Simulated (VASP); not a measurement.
## TaN: single point with PBE

TaN:

```
CELL_PARAMETERS angstrom
5.45689 0.00000 0.00000
-2.72844 4.72580 0.00000
0.00000 0.00000 6.10750
ATOMIC_POSITIONS crystal
Ta 0.99564 0.01898 0.97605
Ta 0.35153 0.69499 0.22240
Ta 0.66344 0.37344 0.19754
Ta 0.02077 0.03667 0.47232
Ta 0.37666 0.68900 0.71273
Ta 0.69367 0.36449 0.71664
N 0.41173 0.07381 0.97215
N 0.62497 0.66143 0.95687
N 0.02579 0.40057 0.94711
N 0.37874 0.01069 0.46096
N 0.59795 0.64012 0.46505
N 0.99972 0.39003 0.47083
```

| Quantity | Value |
| --- | --- |
| Program | VASP 6.6.1 |
| Task | single point |
| Functional | PBE |
| Potentials or basis | VASP PAW PBE potentials, release 64 (Ta_pv, N) |
| Cutoff | 520 eV |
| k mesh | 2 × 2 × 2 |
| Occupations | fermi-dirac, width 0.17 eV |
| Spin | no spin polarisation |

- Pressure: -21.1 GPa
- Largest force: 3.199 eV/Å
- Band gap on the k mesh: 0.30 eV (least direct gap 0.55 eV)

Forces on the atoms (eV/Å):
```
Ta   2.029  1.818 -0.713
Ta  -1.444  0.115 -0.990
Ta   1.004 -0.344  2.029
Ta  -0.891 -2.021 -0.396
Ta  -3.187  0.273  0.059
Ta  -0.279 -0.460 -0.765
N    0.149 -1.876 -0.432
N    0.249 -1.732  0.880
N   -1.197  1.383  0.878
N    1.198  0.949  0.213
N    2.705  0.137 -0.412
N   -0.336  1.758 -0.352
```

Stress tensor (GPa, compression positive):
```
-21.05  -1.34  -0.12
 -1.34 -21.42   1.12
 -0.12   1.12 -20.91
```

Levels at points of the mesh, in eV from the valence-band top:
```
           k point  band 45  band 46  band 47  band 48  band 49  band 50  band 51  band 52
(0.00, 0.00, 0.00)    -1.76    -1.23    -0.51     0.00     0.68     0.98     1.33     1.52
(0.50, 0.00, 0.00)    -2.04    -1.69    -1.25    -0.47     0.44     1.01     1.48     1.68
(0.00, 0.50, 0.00)    -2.11    -1.61    -1.29    -0.25     0.59     1.08     1.43     1.71
(0.50, 0.50, 0.00)    -1.96    -1.72    -1.09    -0.02     0.64     1.06     1.45     1.77
(0.00, 0.00, 0.50)    -1.19    -1.01    -0.71    -0.48     0.34     0.46     1.47     1.61
(0.50, 0.00, 0.50)    -1.45    -1.21    -0.91    -0.61     0.30     0.71     1.15     1.27
(0.00, 0.50, 0.50)    -1.39    -1.23    -0.76    -0.18     0.36     0.61     0.98     1.16
(0.50, 0.50, 0.50)    -1.45    -1.24    -0.42    -0.11     0.63     0.77     0.86     1.01
```

Wall time 3.5 min on 1 thread of Intel(R) Xeon(R) Platinum 8375C CPU @ 2.90GHz (Ice Lake), on a shared host, peak memory 0.29 GiB.

Caveat: the k points lie up to 0.66 Å⁻¹ apart; the atoms stand as in a frame of molecular dynamics; spin-orbit coupling is left out, which moves the levels of the heavy elements; forces of over 1 eV/Å act on the atoms, so gaps and moduli don't describe the material at rest. A k mesh can miss the band edges.
